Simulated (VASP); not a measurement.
A run of VASP 6.6.1 is set up as follows.

Contents of POSCAR:

```
As
1.0
    1.8888525077      1.0905295038      3.5156347526
   -1.8888525077      1.0905295038      3.5156347526
    0.0000000000     -2.1810590076      3.5156347526
As
2
Direct
    0.2256193608      0.2256193608      0.2256193608
    0.7743806392      0.7743806392      0.7743806392
```

File INCAR.step1:

```
ALGO = Normal ; EDIFF = 1E-5
ENCUT = 520 ; GGA = PE
ISIF = 2 ; ISMEAR = -1
LASPH = T ; LCHARG = F
LREAL = F ; LWAVE = T
NBANDS = 12 ; NELM = 60
PREC = Accurate ; SIGMA = 0.05
```

INCAR.step2

```
AEXX = 0.25 ; ALGO = Normal
EDIFF = 1E-7 ; ENCUT = 520
GGA = PE ; ISIF = 2
ISMEAR = -1 ; ISTART = 1
LASPH = T ; LCHARG = F
LHFCALC = T ; LREAL = F
LWAVE = F ; NBANDS = 12
NELM = 60 ; PREC = Accurate
PRECFOCK = Normal ; SIGMA = 0.05
```

Contents of KPOINTS:

```
k-points
0
Gamma
  5 5 5
```

Potentials or basis: VASP PAW PBE potentials, release 64 (As).

Run with:

```bash
$ cat potpaw_PBE.64/As/POTCAR > POTCAR
$ cp INCAR.step1 INCAR
$ mpirun -np 1 vasp_std > vasp.out
$ cp INCAR.step2 INCAR
$ mpirun -np 1 vasp_std > vasp.out
```

Task: Estimate the pressure.

Result: -0.4 GPa.

Task: Predict the band gap on the k mesh.

Result: 0.74 eV (least direct gap 1.12 eV).

Stress tensor (GPa, compression positive):
```
-0.38  0.00  0.00
 0.00 -0.38  0.00
 0.00  0.00 -0.47
```

Caveat: the PAW data sets were made with another functional, which shifts forces and pressure a little. A k mesh can miss the band edges.
